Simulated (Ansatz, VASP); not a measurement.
Rb3As4: VASP beside Ansatz

```xyz
7
Lattice="8.6903 0.0000 0.0000 0.0000 8.6903 0.0000 0.0000 0.0000 4.3451" Properties=species:S:1:pos:R:3 pbc="T T T"
Rb    0.0000    0.0000    0.0000
Rb    0.0000    4.3451    0.0000
Rb    4.3451    0.0000    0.0000
As    2.1726    2.1726    2.1726
As    2.1726    6.5177    2.1726
As    6.5177    2.1726    2.1726
As    6.5177    6.5177    2.1726
```

Change from the starting cell: ordered vacancies on the cation sites of caesium chloride (P4/mmm, No. 123).

Alike in both runs: task single point; functional PBE; k mesh 2 × 2 × 4; occupations gaussian, width 0.1 eV; no spin polarisation.

```csv
,VASP,Ansatz
version,VASP 6.6.1,Ansatz 0.2.0
potentials or method,"VASP PAW PBE potentials, release 64 (Rb_sv, As), cutoff 520 eV","scalar-relativistic, plane waves, PAW"
valence electrons in the cell,47,87
```

```tsv
	VASP	Ansatz	Ansatz less VASP
gap on the k mesh at the Fermi level (eV)	none	none	-
pressure (GPa)	-2.5	-2.5	-0.01
traceless stress, the component that is largest in VASP (GPa)	0.21	0.21	0.000
rms of the force components (eV/Å)	0.118	0.118	+0.0005
```

Atom by atom the forces differ by 0.000 eV/Å (rms over components). A gap of «none» marks a metal or a gap that the smearing closes. The functional is the same, so the differences come from potentials, cutoffs and numerics. VASP's potentials hold 47 valence electrons a cell and Ansatz's 87, so a difference there can come from the potentials and not from the codes.

The k mesh is coarse, so the values compare programs but aren't converged.
